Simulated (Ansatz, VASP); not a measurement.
Cl in VASP and in Ansatz

File INCAR:

```
ALGO = Normal
EDIFF = 1E-6
ENCUT = 520
GGA = PS
ISIF = 2
ISMEAR = -1
LASPH = T
LCHARG = F
LREAL = F
LWAVE = F
NBANDS = 10
NELM = 80
PREC = Accurate
SIGMA = 0.08
```

KPOINTS

```
k-points
0
Gamma
  15 15 15
```

The input POSCAR:

```
Cl
1.0
   -1.2755288633      1.2755288633      1.2755288633
    1.2755288633     -1.2755288633      1.2755288633
    1.2755288633      1.2755288633     -1.2755288633
Cl
1
Direct
    0.0000000000      0.0000000000      0.0000000000
```

Input for Ansatz:

```yaml
crystal:
  lattice:
    - [-1.2755288633, 1.2755288633, 1.2755288633]
    - [1.2755288633, -1.2755288633, 1.2755288633]
    - [1.2755288633, 1.2755288633, -1.2755288633]
  atoms:
    - { symbol: Cl, position: [0.0, 0.0, 0.0] }
kpoints:
  mp_grid: { grid: [15, 15, 15] }
  band_path:
    path:
      - [0.0, 0.0, 0.0]
      - [0.5, -0.5, 0.5]
      - [0.0, 0.0, 0.5]
      - [0.0, 0.0, 0.0]
      - [0.25, 0.25, 0.25]
      - [0.5, -0.5, 0.5]
      - [0.25, 0.25, 0.25]
      - [0.0, 0.0, 0.5]
    npoints: 8
scf:
  occupations: { method: fermi_dirac, width: 0.08 }
hamiltonian:
  xc: pbesol
  pseudopotentials: { kind: paw }
output:
  forces: true
  stress: true
  eigenvalues: true
  populations: true
  dos: { projected: true, de: 0.2, e_range: [-14, 8] }
```

Change from the starting cell: volume scaled by 0.43, PAW files.

Alike in both runs: task single point; functional PBEsol; k mesh 15 × 15 × 15; occupations fermi-dirac, width 0.08 eV; no spin polarisation.

|  | VASP | Ansatz |
| --- | --- | --- |
| version | VASP 6.6.1 | Ansatz 0.2.0 |
| potentials or method | VASP PAW PBE potentials, release 64 (Cl) | PAW with Ansatz's default frozen-core files, scalar-relativistic |
| plane-wave cutoff (eV) | 520 | 420 |
| valence electrons in the cell | 7 | 7 |

Ansatz gave:

```
pressure (GPa) : 253.3
```

Task: Estimate VASP's values.

Result: Pressure (GPa): 254.4.

VASP's potentials were made for PBE, not for PBEsol. Both programs put the cell under a high pressure, so it lies far from rest at this level.

Noted on VASP's run: the cell as given lies far from equilibrium.
